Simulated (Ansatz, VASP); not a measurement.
Au in VASP and in Ansatz

```
Au
1.0
     1.40184   -2.53878    0.00000
     1.40184    2.53878    0.00000
     0.00000    0.00000    4.86033
Au
2
Cartesian
  1.4018 0.8395 1.2151
  1.4018 -0.8395 3.6452
```

Change from the starting cell: volume scaled by 0.98.

Alike in both runs: task single point; functional PBE; k mesh 11 × 11 × 6; occupations fermi-dirac, width 0.05 eV; no spin polarisation.

|  | VASP | Ansatz |
| --- | --- | --- |
| version | VASP 6.6.1 | Ansatz 0.2.0 |
| potentials or method | VASP PAW PBE potentials, release 64 (Au), cutoff 520 eV | all-electron LAPW, scalar-relativistic |

Ansatz gave:

```
gap on the k mesh at the Fermi level (eV)                     : none
pressure (GPa)                                                : 6.5
traceless stress, the component that is largest in VASP (GPa) : 3.35
rms of the force components (eV/Å)                            : 0.020
```

Problem. Which values does VASP return?

Solution. gap on the k mesh at the Fermi level (eV): none; pressure (GPa): 6.3; traceless stress, the component that is largest in VASP (GPa): 3.33; rms of the force components (eV/Å): 0.019.

Atom by atom the forces differ by 0.000 eV/Å (rms over components). A gap of «none» marks a metal or a gap that the smearing closes. Ansatz ran all-electron here, and VASP with PAW potentials.

Spin-orbit coupling is off throughout.
